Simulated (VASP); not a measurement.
A run of VASP 6.6.1:

The input INCAR:

```
SYSTEM = ScAl14N16
PREC = Accurate
ENCUT = 520
EDIFF = 1E-7
ISMEAR = 0
SIGMA = 0.02
LREAL = Auto
LASPH = .True.
NELM = 150
ALGO = Normal
ISIF = 2
LWAVE = .False.
LCHARG = .True.
ISPIN = 2
MAGMOM = 0 0 0 0 0 0 0 0 0 0 0 0 0 0 0 0 -0.33 0 0 0 0 0 0.44 0 0 -0.33 0 0 0.52 0 0
LORBIT = 11
LMAXMIX = 4
GGA = PE
LELF = .True.
LVHAR = .True.
NBANDS = 92
```

KPOINTS

```
Automatic mesh
0
Gamma
  2 2 2
  0.5 0.5 0.5
```

POSCAR

```
ScAl14N16
1.0
   -4.4031742015     -4.4031742015      4.4031742015
    4.4031742015     -4.4031742015     -4.4031742015
    4.4031742015      4.4031742015      4.4031742015
Sc Al N
1 14 16
Direct
    0.2086259725      0.0000000000      0.8676450954
    0.4914467157      0.7423587736      0.7409996404
    0.2646605487      0.7366019039      0.0146312631
    0.0024807104      0.7537315918      0.2510078978
    0.7554872571      0.0000000000      0.2505917208
    0.4962739151      0.0000000000      0.5072712089
   -0.0105613582      0.2601551625      0.7368725041
    0.7560101753      0.5152694161      0.7567718985
    0.4991843155      0.4921353099     -0.0081527549
    0.2407406456      0.4847305381      0.2415023688
    0.0070490057      0.5078647579      0.4997120030
    0.7292834335      0.7398447917      0.4767173416
    0.7490881235      0.2576412942     -0.0013590196
    0.5280588261      0.2633981639      0.2780294269
    0.2487490728      0.2462683624      0.4972762602
    0.2505411890      0.7356856331      0.7599475621
    0.0174701242      0.7428436510      0.0042750977
    0.5007875907      0.4995673347      0.7470163227
    0.2481011311      0.4824695555     -0.0046173508
    0.0012202561      0.5004329602      0.2474491015
    0.7447316072      0.7444520362      0.2347747222
    0.4864661042      0.7405908444      0.4904163227
   -0.0445006241     -0.0000001136      0.6944779743
    0.7458754411      0.2594093369      0.7498256596
    0.5148559644      0.2643146618      0.0242620426
    0.2746259731      0.2571557354      0.2614306060
    0.0002794575      0.2555479180      0.4903227538
    0.7656317569      0.5175305122      0.5129133885
    0.7126506598      0.0000001136     -0.0074842599
    0.5065250426      0.0000000000      0.2565789924
    0.2456610732     -0.0000001136      0.4913941400
```

Potentials or basis: VASP PAW PBE potentials, release 64 (Sc_sv, Al, N).

Command:

```console
$ cat potpaw_PBE.64/Sc_sv/POTCAR potpaw_PBE.64/Al/POTCAR potpaw_PBE.64/N/POTCAR > POTCAR
$ mpirun -np 1 vasp_std > vasp.out
```

Hardware: 1 thread of Intel(R) Xeon(R) Platinum 8488C (Sapphire Rapids), with other jobs on the host.

How long does it take, and how much memory?

Run time: 9 min on 1 thread of Intel(R) Xeon(R) Platinum 8488C (Sapphire Rapids), on a shared host, peak memory 0.72 GiB. Counts: scf iterations 29, k points 3.
